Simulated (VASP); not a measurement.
# PtSe2 in VASP: single point with PBE+D3(BJ)

Aim: the single point of PtSe2 with PBE+D3(BJ).

Program: VASP 6.6.1. These are calculated values, not measurements. Logs are shortened: lines on timing, memory, paths and dates and some standing lists are left out, and cuts for length are marked.

### 1 The cell of the first run

The cell holds a slab with vacuum, 6 atoms: a = 3.707 Å, b = 3.707 Å, c = 22.799 Å, α = 90.00°, β = 90.00°, γ = 120.00°.

### 2 Single point, PBE+D3(BJ)

Contents of INCAR:

```
PREC = Accurate
ENCUT = 520
EDIFF = 1E-7
ISMEAR = 0
SIGMA = 0.05
LREAL = F
LASPH = T
NELM = 100
ALGO = Normal
ISIF = 2
LWAVE = F
LCHARG = F
LDIPOL = T
IDIPOL = 3
DIPOL = 0.5 0.5 0.391
GGA = PE
IVDW = 12
NBANDS = 31
```

Contents of KPOINTS:

```
Automatic mesh
0
Gamma
  9 9 1
```

Contents of POSCAR:

```
PtSe2
1.0
    3.7069016985      0.0000000000      0.0000000000
   -1.8534508492      3.2102710402      0.0000000000
    0.0000000000      0.0000000000     22.7988453851
Se Pt
4 2
Direct
    0.6666666667      0.3333333333      0.1973784165
    0.3333333333      0.6666666667      0.3134976134
    0.3333333333      0.6666666667      0.4684136215
    0.0000000000      1.0000000000      0.5845307993
    0.0000000000      0.0000000000      0.2555121236
   -0.3333333333      0.3333333333      0.5263995473
```

Potentials or basis: VASP PAW PBE potentials, release 64 (Se, Pt).

Started as:

```bash
cat potpaw_PBE.64/Se/POTCAR potpaw_PBE.64/Pt/POTCAR > POTCAR
mpirun -np 1 vasp_std > vasp.out
```

OUTCAR:

```text
PREC = Accurate
   ENCUT = 520
   EDIFF = 1E-7
   ISMEAR = 0
   LREAL = F
   LASPH = T
   NELM = 100
   ISIF = 2
   GGA = PE
   IVDW = 12
 IVDW          = 12

 ion  position               nearest neighbor table
   1  0.667  0.333  0.197-   5 2.52   5 2.52   5 2.52
   2  0.333  0.667  0.313-   5 2.52   5 2.52   5 2.52
   3  0.333  0.667  0.468-   6 2.52   6 2.52   6 2.52
   4  0.000  0.000  0.585-   6 2.52   6 2.52   6 2.52
   5  0.000  0.000  0.256-   2 2.52   2 2.52   2 2.52   1 2.52   1 2.52   1 2.52
   6  0.667  0.333  0.526-   3 2.52   3 2.52   3 2.52   4 2.52   4 2.52   4 2.52

  LATTYP: Found a hexagonal cell.
 ALAT       =     3.7069016985
 C/A-ratio  =     6.1503776575

  Lattice vectors:

 A1 = (   3.7069016985,   0.0000000000,   0.0000000000)
 A2 = (  -1.8534508492,   3.2102710402,   0.0000000000)
 A3 = (   0.0000000000,   0.0000000000,  22.7988453851)

Analysis of symmetry for initial positions (statically):
=====================================================================
 Subroutine PRICEL returns:
 Original cell was already a primitive cell.

 Routine SETGRP: Setting up the symmetry group for a
 hexagonal supercell.

 Subroutine GETGRP returns: Found 12 space group operations
 (whereof  6 operations were pure point group operations)
 out of a pool of 24 trial point group operations.

The static configuration has the point symmetry C_3v.
 The point group associated with its full space group is D_3d.

Analysis of symmetry for dynamics (positions and initial velocities):
=====================================================================
 Subroutine PRICEL returns:
 Original cell was already a primitive cell.

 Routine SETGRP: Setting up the symmetry group for a
 hexagonal supercell.

 Subroutine GETGRP returns: Found 12 space group operations
 (whereof  6 operations were pure point group operations)
 out of a pool of 24 trial point group operations.

The dynamic configuration has the point symmetry C_3v.
 The point group associated with its full space group is D_3d.

 Subroutine INISYM returns: Found 12 space group operations
 (whereof  6 operations are pure point group operations),
 and found     1 'primitive' translations

----------------------------------------------------------------------------------------

                                     Primitive cell

  volume of cell :     271.3099

  direct lattice vectors                    reciprocal lattice vectors
     3.706901698  0.000000000  0.000000000     0.269767067  0.155750089  0.000000000
    -1.853450849  3.210271040  0.000000000     0.000000000  0.311500178  0.000000000
     0.000000000  0.000000000 22.798845385     0.000000000  0.000000000  0.043861870

  length of vectors
     3.706901698  3.706901698 22.798845385     0.311500178  0.311500178  0.043861870

  position of ions in fractional coordinates (direct lattice)
     0.666666667  0.333333333  0.197378417
     0.333333333  0.666666667  0.313497613
     0.333333333  0.666666667  0.468413621
     0.000000000  0.000000000  0.584530799
     0.000000000  0.000000000  0.255512124
     0.666666667  0.333333333  0.526399547

  ion indices of the primitive-cell ions
   primitive index   ion index
                 1           1
                 2           2
                 3           3
                 4           4
                 5           5
                 6           6

----------------------------------------------------------------------------------------

 KPOINTS: Automatic mesh

Automatic generation of k-mesh.
 Grid dimensions read from file:
 generate k-points for:    9    9    1

 Generating k-lattice:

  Cartesian coordinates                     Fractional coordinates (reciprocal lattice)
     0.029974119  0.017305565  0.000000000     0.111111111  0.000000000  0.000000000
     0.000000000  0.034611131  0.000000000     0.000000000  0.111111111  0.000000000
     0.000000000  0.000000000  0.043861870     0.000000000  0.000000000  1.000000000

  Length of vectors
     0.034611131  0.034611131  0.043861870

  Shift w.r.t. Gamma in fractional coordinates (k-lattice)
     0.000000000  0.000000000  0.000000000

 Subroutine IBZKPT returns following result:
 ===========================================

 Found     12 irreducible k-points:

 Following reciprocal coordinates:
            Coordinates               Weight
  0.000000  0.000000  0.000000      1.000000
  0.111111  0.000000  0.000000      6.000000
  0.222222  0.000000  0.000000      6.000000
  0.333333  0.000000  0.000000      6.000000
  0.444444  0.000000  0.000000      6.000000
  0.111111  0.111111  0.000000      6.000000
  0.222222  0.111111  0.000000     12.000000
  0.333333  0.111111  0.000000     12.000000
  0.444444  0.111111  0.000000      6.000000
  0.222222  0.222222  0.000000      6.000000
  0.333333  0.222222  0.000000     12.000000
  0.333333  0.333333  0.000000      2.000000
   k-points           NKPTS =     12   k-points in BZ     NKDIM =     12   number of bands    NBANDS=     31
   number of dos      NEDOS =    301   number of ions     NIONS =      6
   total plane-waves  NPLWV = 141120
   dimension x,y,z NGX =    28 NGY =   28 NGZ =  180
   dimension x,y,z NGXF=    56 NGYF=   56 NGZF=  360
   ions per type =               4   2
   NGX,Y,Z   is equivalent  to a cutoff of  12.56, 12.56, 13.13 a.u.
   NGXF,Y,Z  is equivalent  to a cutoff of  25.11, 25.11, 26.25 a.u.
 SYSTEM =  unknown system
   PREC   = accura    normal or accurate (medium, high low for compatibility)
   ISTART =      0    job   : 0-new  1-cont  2-samecut
   ICHARG =      2    charge: 1-file 2-atom 10-const
   ISPIN  =      1    spin polarized calculation?
   LNONCOLLINEAR =      F non collinear calculations
   LSORBIT =      F    spin-orbit coupling
   LASPH  =      T    aspherical Exc in radial PAW
   ENCUT  =  520.0 eV  38.22 Ry    6.18 a.u.   6.89  6.89 42.39*2*pi/ulx,y,z
   NELM   =    100;   NELMIN=  2; NELMDL= -5     # of ELM steps
   EDIFF  = 0.1E-06   stopping-criterion for ELM
   LREAL  =      F    real-space projection
   EDIFFG = 0.1E-05   stopping-criterion for IOM
   NSW    =      0    number of steps for IOM
   IBRION =     -1    ionic relax: 0-MD 1-quasi-New 2-CG
   NFREE  =      0    steps in history (QN), initial steepest desc. (CG)
   ISIF   =      2    stress and relaxation
   ISYM   =      2    0-nonsym 1-usesym 2-fastsym
   POTIM  = 0.5000    time-step for ionic-motion
   TEBEG  =    0.0;   TEEND  =   0.0 temperature during run
   PSTRESS=    0.0 pullay stress
   NELECT =      44.0000    total number of electrons
   NUPDOWN=      -1.0000    fix difference up-down
   EMIN   =  10.00;   EMAX   =-10.00  energy-range for DOS
   EFERMI =   0.00;   METHOD = LEGACY
   ISMEAR =     0;   SIGMA  =   0.05  broadening in eV -4-tet -1-fermi 0-gaus
   EFERMI_NEDOS =   21; number of points for ismear=-14 and -15
   IALGO  =     38    algorithm
   IMIX   =      4    mixing-type and parameters
     AMIX     =   0.40;   BMIX     =  1.00
     AMIX_MAG =   1.60;   BMIX_MAG =  1.00
  volume/ion in A,a.u.               =      45.22       305.15
  Fermi-wavevector in a.u.,A,eV,Ry     =   0.892765  1.687081 10.844244  0.797029
  Thomas-Fermi vector in A             =   2.014756
   LORBIT       =      0    0 simple, 1 ext, 2 COOP (PROOUT), +10 PAW based schemes
   GGA     = PE    functional components
   LHFCALC =     F    Hartree Fock is set to
   AEXX    =    0.0000 exact exchange contribution
   IVDW    =    12    specifies the selected vdW correction
   LEPSILON=     F    determine dielectric tensor
   LRPA    =     F    only Hartree local field effects (RPA)
 non-spin polarized calculation
 Gauss-broadening in eV      SIGMA  =   0.05
  energy-cutoff  :      520.00
  volume of cell :      271.31
 maximum number of plane-waves:      7334
 NGX is ok and might be reduce to    28
   NGX = 13   NGY = 13   NGZ = 85

 dipolmoment           0.000000      0.000000     -0.000306 electrons x Angstroem

 number of electron      44.0000001 magnetization

 dipolmoment           0.000000      0.000000      0.000468 electrons x Angstroem

 Free energy of the ion-electron system (eV)
  ---------------------------------------------------
  ext. energy  EPLUGINS =         0.00000000
  ---------------------------------------------------
  free energy    TOTEN  =       -28.53012583 eV

  energy without entropy =      -28.53012583  energy(sigma->0) =      -28.53012583

 E-fermi :  -0.0818     XC(G=0):  -5.4994

 val. band max:       -0.3148381065   @ k =   0.1111   0.1111   0.0000
 cond. band min:       0.5244713205   @ k =   0.2222   0.0000   0.0000
 fundamental gap:      0.8393094270
 Fermi energy:        -0.0818210595

 k-point     1 :       0.0000    0.0000    0.0000
  band No.  band energies     occupation
      1     -14.7652      2.00000
      2     -14.7042      2.00000
      3     -13.0294      2.00000
      4     -12.9076      2.00000
      5      -6.0299      2.00000
      6      -5.7753      2.00000
[... 23 lines left out ...]
     30       4.9061      0.00000
     31       5.0049      0.00000

 k-point     2 :       0.1111    0.0000    0.0000
  band No.  band energies     occupation
      1     -14.6334      2.00000
      2     -14.5713      2.00000
      3     -13.0322      2.00000
      4     -12.9161      2.00000
      5      -5.9294      2.00000
      6      -5.7919      2.00000
[... 23 lines left out ...]
     30       5.4584      0.00000
     31       5.7072      0.00000

 k-point     3 :       0.2222    0.0000    0.0000
  band No.  band energies     occupation
      1     -14.2692      2.00000
      2     -14.2039      2.00000
      3     -13.0429      2.00000
      4     -12.9413      2.00000
      5      -5.9011      2.00000
      6      -5.7792      2.00000
[... 295 lines left out ...]
     30       7.0808      0.00000
     31       7.2587      0.00000

 k-point    12 :       0.3333    0.3333    0.0000
  band No.  band energies     occupation
      1     -13.1630      2.00000
      2     -13.0501      2.00000
      3     -13.0466      2.00000
      4     -13.0155      2.00000
      5      -5.9728      2.00000
      6      -5.9709      2.00000
[... 23 lines left out ...]
     30       7.3067      0.00000
     31       7.3074      0.00000

------------------------ aborting loop because EDIFF is reached ----------------------------------------

 vacuum level on the upper side and lower side of the slab       (xc-potential included)        -0.078        -0.084

 Edisp (eV)   -2.05679

 E8    (eV) :    -0.9111

  FORCE on cell =-STRESS in cart. coord.  units (eV):
  Direction    XX          YY          ZZ          XY          YZ          ZX
  --------------------------------------------------------------------------------------
  -------------------------------------------------------------------------------------
  Total      -0.00325    -0.00325    -0.05354    -0.00000     0.00000    -0.00000
  in kB      -0.01919    -0.01919    -0.31617    -0.00000     0.00000    -0.00000
  external pressure =       -0.12 kB  Pullay stress =        0.00 kB

 VOLUME and BASIS-vectors are now :
 -----------------------------------------------------------------------------
  energy-cutoff  :      520.00
  volume of cell :      271.31
      direct lattice vectors                 reciprocal lattice vectors
     3.706901698  0.000000000  0.000000000     0.269767067  0.155750089  0.000000000
    -1.853450849  3.210271040  0.000000000     0.000000000  0.311500178  0.000000000
     0.000000000  0.000000000 22.798845385     0.000000000  0.000000000  0.043861870

 POSITION                                       TOTAL-FORCE (eV/Angst)
 -----------------------------------------------------------------------------------
      1.85345      1.07009      4.50000         0.000000     -0.000000      0.001046
     -0.00000      2.14018      7.14738         0.000000     -0.000000      0.000295
     -0.00000      2.14018     10.67929        -0.000000      0.000000     -0.000295
      0.00000      0.00000     13.32663        -0.000000     -0.000000     -0.001046
      0.00000      0.00000      5.82538        -0.000000      0.000000     -0.000900
      1.85345      1.07009     12.00130         0.000000      0.000000      0.000900
 -----------------------------------------------------------------------------------
    total drift:                               -0.000000      0.000000      0.051168

  FREE ENERGIE OF THE ION-ELECTRON SYSTEM (eV)
  ---------------------------------------------------
  free  energy   TOTEN  =       -30.5869193052 eV

  energy  without entropy=      -30.5869193052  energy(sigma->0) =      -30.58691931

 vacuum level on the upper side and lower side of the slab         4.922         4.917
```

Wall time 3.3 min (1 thread of Intel Xeon Platinum 8259CL at 2.50GHz (Skylake/Cascade Lake), shared host); peak memory 0.41 GiB.

What came out:

| Item | Value |
| --- | --- |
| Free energy | -30.5869 eV |
| Band gap on the k mesh | 0.84 eV (least direct gap 1.03 eV) |
| Dispersion energy per atom | -0.343 eV |

Caveat: spin-orbit coupling is left out, which moves the levels of the heavy elements.
